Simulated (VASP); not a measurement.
A run of VASP 6.6.1 is set up as follows.

File INCAR:

```
PREC     = Accurate       # precision mode
ENCUT    = 520            # plane-wave cutoff, eV
EDIFF    = 1E-6           # SCF threshold, eV
ISMEAR   = -1             # smearing method
SIGMA    = 0.1            # smearing width, eV
LREAL    = False          # projectors in reciprocal space
LASPH    = True           # aspherical terms in the spheres
NELM     = 80             # most SCF steps
ALGO     = Normal         # electronic algorithm
ISIF     = 2              # what is computed and relaxed
LWAVE    = False          # write WAVECAR
LCHARG   = False          # write CHGCAR
GGA      = PE             # functional
NBANDS   = 12             # bands
```

The input KPOINTS:

```
Automatic mesh
0
Gamma
  2 2 2
```

File POSCAR:

```
V
1.0
   -1.4991761207      1.4991761207      1.4991761207
    1.4991761207     -1.4991761207      1.4991761207
    1.4991761207      1.4991761207     -1.4991761207
V
1
Direct
    0.0000000000      0.0000000000      0.0000000000
```

Potentials or basis: VASP PAW PBE potentials, release 64 (V_sv).

Run with:

```sh
$ cat potpaw_PBE.64/V_sv/POTCAR > POTCAR
$ mpirun -np 1 vasp_std > vasp.out
```

Task: Predict the pressure.

Result: -22.8 GPa.

Caveat: the k points lie up to 1.48 Å⁻¹ apart.
